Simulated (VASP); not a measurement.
# Al2H (Pnnm) in VASP: a series of runs, part 2 of 2

VASP 6.6.1. The steps go on from the part before.

## 4. Single point, PBE

This run uses another cell than the first one, of 11.97 Å³/atom.

File INCAR:

```
SYSTEM = Al2H
PREC = Accurate ; ENCUT = 520
EDIFF = 1E-6 ; ISMEAR = 0
SIGMA = 0.1 ; LREAL = .FALSE.
LASPH = .TRUE. ; NELM = 80
ALGO = Normal ; ISIF = 2
LWAVE = .FALSE. ; LCHARG = .FALSE.
GGA = PE ; NBANDS = 16
```

File KPOINTS:

```
regular mesh
0
G
  8 8 14
  0 0 0
```

File POSCAR:

```
Al2H
1.0
    4.6766402194      0.0000000000      0.0000000000
    0.0000000000      5.2875193852      0.0000000000
    0.0000000000      0.0000000000      2.9047859116
Al H
4 2
Direct
    0.2240949880      0.6700449017      0.0000000000
    0.7759050120      0.3299550983      0.0000000000
    0.2759050120      0.1700449017      0.5000000000
    0.7240949880      0.8299550983      0.5000000000
    0.0000000000      0.0000000000      0.0000000000
    0.5000000000      0.5000000000      0.5000000000
```

Potentials or basis: VASP PAW PBE potentials, release 64 (Al, H).

The run is started by

```bash
$ cat potpaw_PBE.64/Al/POTCAR potpaw_PBE.64/H/POTCAR > POTCAR
$ mpirun -np 1 vasp_std > vasp.out
```

OUTCAR:

```text
SYSTEM = Al2H
   PREC = Accurate
   ENCUT = 520
   EDIFF = 1E-6
   ISMEAR = 0
   LREAL = .FALSE.
   LASPH = .TRUE.
   NELM = 80
   ISIF = 2
   GGA = PE

 ion  position               nearest neighbor table
   1  0.224  0.670  0.000-   5 2.04   2 2.76   4 2.88   4 2.88   4 2.88   4 2.88   3 3.03   3 3.03
                             3 3.03   3 3.03   2 3.15
   2  0.776  0.330  0.000-   5 2.04   1 2.76   3 2.88   3 2.88   3 2.88   3 2.88   4 3.03   4 3.03
                             4 3.03   4 3.03   1 3.15
   3  0.276  0.170  0.500-   6 2.04   4 2.76   2 2.88   2 2.88   2 2.88   2 2.88   1 3.03   1 3.03
                             1 3.03   1 3.03   4 3.15
   4  0.724  0.830  0.500-   6 2.04   3 2.76   1 2.88   1 2.88   1 2.88   1 2.88   2 3.03   2 3.03
                             2 3.03   2 3.03   3 3.15
   5  0.000  0.000  0.000-   1 2.04   2 2.04
   6  0.500  0.500  0.500-   3 2.04   4 2.04

  LATTYP: Found a simple orthorhombic cell.
 ALAT       =     2.9047859116
 B/A-ratio  =     1.6099775893
 C/A-ratio  =     1.8202785149

  Lattice vectors:

 A1 = (   0.0000000000,   0.0000000000,   2.9047859116)
 A2 = (   4.6766402194,   0.0000000000,   0.0000000000)
 A3 = (   0.0000000000,   5.2875193852,   0.0000000000)

Analysis of symmetry for initial positions (statically):
=====================================================================
 Subroutine PRICEL returns:
 Original cell was already a primitive cell.

 Routine SETGRP: Setting up the symmetry group for a
 simple orthorhombic supercell.

 Subroutine GETGRP returns: Found  8 space group operations
 (whereof  4 operations were pure point group operations)
 out of a pool of  8 trial point group operations.

The static configuration has the point symmetry C_2h.
 The point group associated with its full space group is D_2h.

Analysis of symmetry for dynamics (positions and initial velocities):
=====================================================================
 Subroutine PRICEL returns:
 Original cell was already a primitive cell.

 Routine SETGRP: Setting up the symmetry group for a
 simple orthorhombic supercell.

 Subroutine GETGRP returns: Found  8 space group operations
 (whereof  4 operations were pure point group operations)
 out of a pool of  8 trial point group operations.

The dynamic configuration has the point symmetry C_2h.
 The point group associated with its full space group is D_2h.

 Subroutine INISYM returns: Found  8 space group operations
 (whereof  4 operations are pure point group operations),
 and found     1 'primitive' translations

----------------------------------------------------------------------------------------

                                     Primitive cell

  volume of cell :      71.8290

  direct lattice vectors                    reciprocal lattice vectors
     4.676640219  0.000000000  0.000000000     0.213828722  0.000000000  0.000000000
     0.000000000  5.287519385  0.000000000     0.000000000  0.189124602  0.000000000
     0.000000000  0.000000000  2.904785912     0.000000000  0.000000000  0.344259450

  length of vectors
     4.676640219  5.287519385  2.904785912     0.213828722  0.189124602  0.344259450

  position of ions in fractional coordinates (direct lattice)
     0.224094988  0.670044902  0.000000000
[... 40 lines left out ...]

 Following reciprocal coordinates:
            Coordinates               Weight
  0.000000  0.000000  0.000000      1.000000
  0.125000  0.000000  0.000000      2.000000
  0.250000  0.000000  0.000000      2.000000
  0.375000  0.000000  0.000000      2.000000
  0.500000  0.000000  0.000000      1.000000
  0.000000  0.125000  0.000000      2.000000
[... 16 lines left out ...]
  0.250000  0.500000  0.000000      2.000000
  0.375000  0.500000  0.000000      2.000000
 [... further k-points ...]
   k-points           NKPTS =    200   k-points in BZ     NKDIM =    200   number of bands    NBANDS=     16
   number of dos      NEDOS =    301   number of ions     NIONS =      6
   total plane-waves  NPLWV =  34560
   dimension x,y,z NGX =    36 NGY =   40 NGZ =   24
   dimension x,y,z NGXF=    72 NGYF=   80 NGZF=   48
   ions per type =               4   2
   NGX,Y,Z   is equivalent  to a cutoff of  12.80, 12.58, 13.74 a.u.
   NGXF,Y,Z  is equivalent  to a cutoff of  25.59, 25.15, 27.47 a.u.
 SYSTEM =  Al2H
   PREC   = accura    normal or accurate (medium, high low for compatibility)
   ISTART =      0    job   : 0-new  1-cont  2-samecut
   ICHARG =      2    charge: 1-file 2-atom 10-const
   ISPIN  =      1    spin polarized calculation?
   LNONCOLLINEAR =      F non collinear calculations
   LSORBIT =      F    spin-orbit coupling
   LASPH  =      T    aspherical Exc in radial PAW
   ENCUT  =  520.0 eV  38.22 Ry    6.18 a.u.   8.70  9.83  5.40*2*pi/ulx,y,z
   NELM   =     80;   NELMIN=  2; NELMDL= -5     # of ELM steps
   EDIFF  = 0.1E-05   stopping-criterion for ELM
   LREAL  =      F    real-space projection
   EDIFFG = 0.1E-04   stopping-criterion for IOM
   NSW    =      0    number of steps for IOM
   IBRION =     -1    ionic relax: 0-MD 1-quasi-New 2-CG
   NFREE  =      0    steps in history (QN), initial steepest desc. (CG)
   ISIF   =      2    stress and relaxation
   ISYM   =      2    0-nonsym 1-usesym 2-fastsym
   POTIM  = 0.5000    time-step for ionic-motion
   TEBEG  =    0.0;   TEEND  =   0.0 temperature during run
   PSTRESS=    0.0 pullay stress
   NELECT =      14.0000    total number of electrons
   NUPDOWN=      -1.0000    fix difference up-down
   EMIN   =  10.00;   EMAX   =-10.00  energy-range for DOS
   EFERMI =   0.00;   METHOD = LEGACY
   ISMEAR =     0;   SIGMA  =   0.10  broadening in eV -4-tet -1-fermi 0-gaus
   EFERMI_NEDOS =   21; number of points for ismear=-14 and -15
   IALGO  =     38    algorithm
   IMIX   =      4    mixing-type and parameters
     AMIX     =   0.40;   BMIX     =  1.00
     AMIX_MAG =   1.60;   BMIX_MAG =  1.00
  volume/ion in A,a.u.               =      11.97        80.79
  Fermi-wavevector in a.u.,A,eV,Ry     =   0.949185  1.793699 12.258196  0.900952
  Thomas-Fermi vector in A             =   2.077444
   LORBIT       =      0    0 simple, 1 ext, 2 COOP (PROOUT), +10 PAW based schemes
   GGA     = PE    functional components
   LHFCALC =     F    Hartree Fock is set to
   AEXX    =    0.0000 exact exchange contribution
   IVDW    =     0    specifies the selected vdW correction
   LEPSILON=     F    determine dielectric tensor
   LRPA    =     F    only Hartree local field effects (RPA)
 non-spin polarized calculation
 Gauss-broadening in eV      SIGMA  =   0.10
  energy-cutoff  :      520.00
  volume of cell :       71.83
 maximum number of plane-waves:      1968
 NGX is ok and might be reduce to    36
   NGX = 17   NGY = 19   NGZ = 11

 number of electron      13.9999999 magnetization

 Free energy of the ion-electron system (eV)
  ---------------------------------------------------
  ext. energy  EPLUGINS =         0.00000000
  ---------------------------------------------------
  free energy    TOTEN  =       -20.17853356 eV

  energy without entropy =      -20.17181689  energy(sigma->0) =      -20.17517522

 E-fermi :   7.7163     XC(G=0): -10.2493

 val. band max:        7.7098313338   @ k =   0.0000   0.5000   0.4286
 cond. band min:       7.7169884287   @ k =   0.2500   0.1250   0.2143
 fundamental gap:      0.0071570948
 Fermi energy:         7.7163207925

 k-point     1 :       0.0000    0.0000    0.0000
  band No.  band energies     occupation
      1      -4.3222      2.00000
      2      -0.5991      2.00000
      3       1.6369      2.00000
      4       2.7826      2.00000
      5       3.3809      2.00000
      6       5.7636      2.00000
[... 433 lines left out ...]
      3       0.0610      2.00000
      4       0.0610      2.00000
      5       7.8553      0.04932
      6       7.8553      0.04932
[... 8 lines left out ...]
     15      15.2159      0.00000
     16      15.2159      0.00000

 [... further k-points ...]
[... 5 lines left out ...]
  --------------------------------------------------------------------------------------
  -------------------------------------------------------------------------------------
  Total       -0.0220586     -0.0288288     -0.0276547      0.0000000      0.0000000      0.0000000
  in kB       -0.4920261     -0.6430395     -0.6168508      0.0000000      0.0000000      0.0000000
  external PRESSURE =      -0.5839721 kB  Pullay stress =       0.0000000 kB

 VOLUME and BASIS-vectors are now :
 -----------------------------------------------------------------------------
  energy-cutoff  :      520.00
  volume of cell :       71.83
      direct lattice vectors                 reciprocal lattice vectors
     4.676640219  0.000000000  0.000000000     0.213828722  0.000000000  0.000000000
     0.000000000  5.287519385  0.000000000     0.000000000  0.189124602  0.000000000
     0.000000000  0.000000000  2.904785912     0.000000000  0.000000000  0.344259450

 POSITION                                       TOTAL-FORCE (eV/Angst)
 -----------------------------------------------------------------------------------
      1.04801      3.54288      0.00000        -0.001298      0.000624      0.000000
      3.62863      1.74464      0.00000         0.001298     -0.000624     -0.000000
      1.29031      0.89912      1.45239         0.001298      0.000624     -0.000000
      3.38633      4.38840      1.45239        -0.001298     -0.000624      0.000000
      0.00000      0.00000      0.00000         0.000000      0.000000      0.000000
      2.33832      2.64376      1.45239         0.000000      0.000000      0.000000
 -----------------------------------------------------------------------------------
    total drift:                               -0.000000      0.000000      0.000000

  FREE ENERGIE OF THE ION-ELECTRON SYSTEM (eV)
  ---------------------------------------------------
  free  energy   TOTEN  =       -20.1785335566 eV

  energy  without entropy=      -20.1718168909  energy(sigma->0) =      -20.17517522
```

Wall time 4 min (1 thread of Intel Xeon 8259CL, shared host); peak memory 0.31 GiB.

What came out:

```
Free energy            : -20.1785 eV
Pressure               : -0.1 GPa
Band gap on the k mesh : zero (bands 7 and 8 overlap by 6.67 eV)
```

## 5. The runs side by side

```tsv
task	cell	k mesh	cutoff (eV)	smearing	gap on the mesh (eV)	pressure (GPa)	largest force (eV/Å)
relaxation of cell and atoms	relaxed from a = 4.414, b = 4.881, c = 2.930 Å, 6 atoms, atomic positions A	4 × 4 × 6	600	gaussian 0.1 eV	none	-0.2	0.03
single point	a = 2.905, b = 4.677, c = 10.575 Å, 12 atoms, atomic positions B	8 × 6 × 2	520	gaussian 0.2 eV	none	0.0	0.03
single point	a = 4.677, b = 5.288, c = 2.905 Å, 6 atoms, atomic positions C	8 × 8 × 14	520	gaussian 0.1 eV	none	-0.1	-
```

Alike in all rows: level PBE; potentials or basis VASP PAW PBE potentials, release 64 (Al, H); no spin polarisation.

Absolute energies hang on the potentials; compare differences alone.

The gap in the log of VASP goes by the Fermi energy; the results here count the filled bands.